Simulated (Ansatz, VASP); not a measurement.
Zn3GeO in VASP and in Ansatz

```
Zn Ge O
1.0
     3.76370    0.00000    0.00000
     0.00000    3.76370    0.00000
     0.00000    0.00000    4.84318
Zn Ge O
3 1 1
Direct
  0.00000 0.50000 0.51472
  0.50000 0.50000 0.11585
  0.50000 0.00000 0.51472
  0.50000 0.50000 0.70450
  0.00000 0.00000 0.99211
```

Change from the starting cell: species swapped into the CeBPt3 type (P4mm, No. 99).

Alike in both runs: task relaxation of cell and atoms; functional PBE; k mesh 4 × 4 × 4; occupations gaussian, width 0.1 eV; no spin polarisation.

|  | VASP | Ansatz |
| --- | --- | --- |
| version | VASP 6.6.1 | Ansatz 0.2.0 |
| potentials or method | VASP PAW PBE potentials, release 64 (Zn, Ge_d, O), cutoff 600 eV | scalar-relativistic, plane waves, PAW |
| valence electrons in the cell | 56 | 56 |

VASP gave:

```
gap on the k mesh at the Fermi level, each at its own relaxed structure (eV)  : none
relaxed volume (Å³/atom)                                                      : 18.01
relaxed length of the cell vector where the two differ most in proportion (Å) : 6.196
```

Question: Which values does Ansatz return?

Answer: gap on the k mesh at the Fermi level, each at its own relaxed structure (eV): none; relaxed volume (Å³/atom): 18.12; relaxed length of the cell vector where the two differ most in proportion (Å): 6.250.

A gap of «none» marks a metal or a gap that the smearing closes.

The k mesh is coarse, so the values compare programs but aren't converged. Noted on VASP's run: the volume moved by over 15 % at a fixed basis, so the end points are rough.
